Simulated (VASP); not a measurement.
# Ag3GeI (R3) in VASP: a series of runs, part 2 of 2

VASP 6.6.1. Earlier steps stand in the parts before.

## 5. Single point, LDA

INCAR reads:

```
SYSTEM = Ag3GeI
  ALGO = Normal
  EDIFF = 1E-7
  ENCUT = 520
  ISIF = 2
  ISMEAR = 0
  LASPH = .TRUE.
  LCHARG = .TRUE.
  LELF = .TRUE.
  LREAL = .FALSE.
  LVHAR = .TRUE.
  LWAVE = .FALSE.
  NBANDS = 35
  NELM = 100
  PREC = Accurate
  SIGMA = 0.0553
```

KPOINTS reads:

```
k-points
0
G
  4 4 4
  0 0 0
```

POSCAR reads:

```
Ag3GeI
1.0
    4.7821260000      0.0000000000      0.0000000000
    0.0000000000      4.7821260000      0.0000000000
    0.0000000000      0.0000000000      4.7821260000
Ag Ge I
3 1 1
Direct
    0.5300000000      0.8895000000      0.0175000000
    0.0175000000      0.5300000000      0.8895000000
    0.8895000000      0.0175000000      0.5300000000
    0.0319000000      0.0319000000      0.0319000000
    0.5000000000      0.5000000000      0.5000000000
```

Potentials or basis: VASP PAW LDA potentials, release 64 (Ag, Ge_d, I).

The run is started by

```
$ cat potpaw_LDA.64/Ag/POTCAR potpaw_LDA.64/Ge_d/POTCAR potpaw_LDA.64/I/POTCAR > POTCAR
$ mpirun -np 1 vasp_std > vasp.out
```

OUTCAR:

```text
SYSTEM = Ag3GeI
   EDIFF = 1E-7
   ENCUT = 520
   ISIF = 2
   ISMEAR = 0
   LASPH = .TRUE.
   LREAL = .FALSE.
   NELM = 100
   PREC = Accurate

 ion  position               nearest neighbor table
   1  0.530  0.889  0.017-   4 2.48   4 2.50   2 2.96   3 2.96   5 2.97   3 3.06   2 3.06   5 3.10

   2  0.017  0.530  0.889-   4 2.48   4 2.50   1 2.96   3 2.96   5 2.97   1 3.06   3 3.06   5 3.10

   3  0.889  0.017  0.530-   4 2.48   4 2.50   2 2.96   1 2.96   5 2.97   2 3.06   1 3.06   5 3.10

   4  0.032  0.032  0.032-   1 2.48   2 2.48   3 2.48   3 2.50   2 2.50   1 2.50
   5  0.500  0.500  0.500-   1 2.97   2 2.97   3 2.97   2 3.10   3 3.10   1 3.10

  LATTYP: Found a simple cubic cell.
 ALAT       =     4.7821260000

  Lattice vectors:

 A1 = (   4.7821260000,   0.0000000000,   0.0000000000)
 A2 = (   0.0000000000,   4.7821260000,   0.0000000000)
 A3 = (   0.0000000000,   0.0000000000,   4.7821260000)

Analysis of symmetry for initial positions (statically):
=====================================================================
 Subroutine PRICEL returns:
 Original cell was already a primitive cell.

 Routine SETGRP: Setting up the symmetry group for a
 simple cubic supercell.

 Subroutine GETGRP returns: Found  3 space group operations
 (whereof  3 operations were pure point group operations)
 out of a pool of 48 trial point group operations.

The static configuration has the point symmetry C_3 .

Analysis of symmetry for dynamics (positions and initial velocities):
=====================================================================
 Subroutine PRICEL returns:
 Original cell was already a primitive cell.

 Routine SETGRP: Setting up the symmetry group for a
 simple cubic supercell.

 Subroutine GETGRP returns: Found  3 space group operations
 (whereof  3 operations were pure point group operations)
 out of a pool of 48 trial point group operations.
[... 113 lines left out ...]
   IALGO  =     38    algorithm
   IMIX   =      4    mixing-type and parameters
     AMIX     =   0.40;   BMIX     =  1.00
     AMIX_MAG =   1.60;   BMIX_MAG =  1.00
  volume/ion in A,a.u.               =      21.87       147.60
  Fermi-wavevector in a.u.,A,eV,Ry     =   1.293953  2.445216 22.780420  1.674314
  Thomas-Fermi vector in A             =   2.425566
   LORBIT       =      0    0 simple, 1 ext, 2 COOP (PROOUT), +10 PAW based schemes
   GGA     = CA    functional components
   LHFCALC =     F    Hartree Fock is set to
   AEXX    =    0.0000 exact exchange contribution
   IVDW    =     0    specifies the selected vdW correction
   LEPSILON=     F    determine dielectric tensor
   LRPA    =     F    only Hartree local field effects (RPA)
 non-spin polarized calculation
 Gauss-broadening in eV      SIGMA  =   0.06
  energy-cutoff  :      520.00
  volume of cell :      109.36
 maximum number of plane-waves:      3016
   NGX = 17   NGY = 17   NGZ = 17

 number of electron      54.0000003 magnetization

 Free energy of the ion-electron system (eV)
  ---------------------------------------------------
  ext. energy  EPLUGINS =         0.00000000
  ---------------------------------------------------
  free energy    TOTEN  =       -16.79435696 eV

  energy without entropy =      -16.78410268  energy(sigma->0) =      -16.78922982

 E-fermi :   6.4132     XC(G=0): -11.0179

 val. band max:        6.3855126201   @ k =  -0.2500   0.2500   0.0000
 cond. band min:       6.4217185678   @ k =   0.2500   0.0000   0.0000
 fundamental gap:      0.0362059477
 Fermi energy:         6.4132069676

 k-point     1 :       0.0000    0.0000    0.0000
  band No.  band energies     occupation
      1     -17.9665      2.00000
      2     -17.9665      2.00000
      3     -17.9323      2.00000
      4     -17.9319      2.00000
      5     -17.9319      2.00000
      6      -7.1499      2.00000
[... 521 lines left out ...]
     34      14.6009      0.00000
     35      15.6610      0.00000

------------------------ aborting loop because EDIFF is reached ----------------------------------------

  FORCE on cell =-STRESS in cart. coord.  units (eV):
  Direction    XX          YY          ZZ          XY          YZ          ZX
  --------------------------------------------------------------------------------------
  -------------------------------------------------------------------------------------
  Total        1.2471512      1.2471512      1.2471512      0.1305629      0.1305629      0.1305629
  in kB       18.2711819     18.2711819     18.2711819      1.9127902      1.9127902      1.9127902
  external PRESSURE =      18.2711819 kB  Pullay stress =       0.0000000 kB

 VOLUME and BASIS-vectors are now :
 -----------------------------------------------------------------------------
  energy-cutoff  :      520.00
  volume of cell :      109.36
      direct lattice vectors                 reciprocal lattice vectors
     4.782126000  0.000000000  0.000000000     0.209112014  0.000000000  0.000000000
     0.000000000  4.782126000  0.000000000     0.000000000  0.209112014  0.000000000
     0.000000000  0.000000000  4.782126000     0.000000000  0.000000000  0.209112014

 POSITION                                       TOTAL-FORCE (eV/Angst)
 -----------------------------------------------------------------------------------
      2.53453      4.25370      0.08369         0.013185     -0.608079      0.143973
      0.08369      2.53453      4.25370         0.143973      0.013185     -0.608079
      4.25370      0.08369      2.53453        -0.608079      0.143973      0.013185
      0.15255      0.15255      0.15255         0.529428      0.529428      0.529428
      2.39106      2.39106      2.39106        -0.078506     -0.078506     -0.078506
 -----------------------------------------------------------------------------------
    total drift:                                0.001570      0.001570      0.001570

  FREE ENERGIE OF THE ION-ELECTRON SYSTEM (eV)
  ---------------------------------------------------
  free  energy   TOTEN  =       -16.7943569633 eV

  energy  without entropy=      -16.7841026826  energy(sigma->0) =      -16.78922982
```

OSZICAR:

```text
N       E                     dE             d eps       ncg     rms          rms(c)
DAV:   1     0.452156252976E+03    0.45216E+03   -0.24876E+04  1217   0.258E+03
DAV:   2     0.321493378895E+02   -0.42001E+03   -0.40457E+03   983   0.679E+02
DAV:   3    -0.159868078261E+02   -0.48136E+02   -0.47316E+02  1091   0.132E+02
DAV:   4    -0.181254571617E+02   -0.21386E+01   -0.21321E+01  1104   0.298E+01
DAV:   5    -0.181758623611E+02   -0.50405E-01   -0.50397E-01  1154   0.470E+00    0.130E+01
DAV:   6    -0.168480075859E+02    0.13279E+01   -0.54353E+00  1141   0.198E+01    0.931E+00
DAV:   7    -0.168165042148E+02    0.31503E-01   -0.41023E-01  1060   0.481E+00    0.464E+00
DAV:   8    -0.167964540793E+02    0.20050E-01   -0.39460E-02  1346   0.210E+00    0.792E-01
DAV:   9    -0.167944823448E+02    0.19717E-02   -0.50332E-03  1185   0.769E-01    0.216E-01
DAV:  10    -0.167943561930E+02    0.12615E-03   -0.11691E-03  1253   0.292E-01    0.483E-02
DAV:  11    -0.167943575947E+02   -0.14017E-05   -0.63772E-05  1075   0.499E-02    0.198E-02
DAV:  12    -0.167943570650E+02    0.52966E-06   -0.83010E-06  1253   0.329E-02    0.103E-02
DAV:  13    -0.167943570172E+02    0.47871E-07   -0.11622E-06  1198   0.117E-02    0.332E-03
DAV:  14    -0.167943569633E+02    0.53872E-07   -0.19154E-07   730   0.341E-03
   1 F= -.16794357E+02 E0= -.16789230E+02  d E =-.102543E-01
```

Wall time 32 s (1 thread of Intel Xeon Platinum 8488C (Sapphire Rapids), shared host); peak memory 0.2 GiB.

Results:

| Property | Result |
| --- | --- |
| Free energy | -16.7944 eV |
| Pressure | 1.8 GPa |
| Largest force | 0.917 eV/Å |
| Band gap on the k mesh | zero (bands 27 and 28 overlap by 1.85 eV) |

Forces on the atoms (eV/Å):
```
Ag   0.013 -0.608  0.144
Ag   0.144  0.013 -0.608
Ag  -0.608  0.144  0.013
Ge   0.529  0.529  0.529
I   -0.079 -0.079 -0.079
```

Stress tensor (GPa, compression positive):
```
1.83 0.19 0.19
0.19 1.83 0.19
0.19 0.19 1.83
```

Levels at points of the mesh, in eV from the Fermi level:
```csv
k point,band 25,band 26,band 27,band 28,band 29,band 30
"(0.00, 0.00, 0.00)",-2.86,0.09,0.48,0.48,1.63,1.63
"(0.50, 0.00, 0.00)",-2.00,-1.54,-0.56,0.34,2.54,3.27
"(0.50, 0.50, 0.00)",-1.65,0.01,0.22,0.44,1.42,2.54
"(0.50, 0.50, 0.50)",-3.62,-1.41,-1.41,-1.37,4.65,5.17
```

Caveat: spin-orbit coupling is left out, which moves the levels of the heavy elements.

## 6. The runs side by side

| level | potentials or basis | gap on the mesh (eV) | pressure (GPa) | largest force (eV/Å) |
| --- | --- | --- | --- | --- |
| PBE | VASP PAW PBE potentials, release 64 (Ag, Ge_d, I) | none | 9.2 | 1.15 |
| revPBE | VASP PAW PBE potentials, release 64 (Ag, Ge_d, I) | none | 11.2 | 1.19 |
| LDA | VASP PAW LDA potentials, release 64 (Ag, Ge_d, I) | none | 1.8 | 0.92 |

Alike in all rows: task single point; no spin polarisation; cell as given; k mesh 4 × 4 × 4; cutoff (eV) 520; smearing gaussian 0.0553 eV.

Caveats: spin-orbit coupling is left out, which moves the levels of the heavy elements; the cell stands under pressure (at least some runs); forces of over 1 eV/Å act on the atoms, so gaps and moduli don't describe the material at rest (at least some runs); the PAW data sets were made with another functional, which shifts forces and pressure a little (at least some runs).

Absolute energies hang on the potentials; compare differences alone.
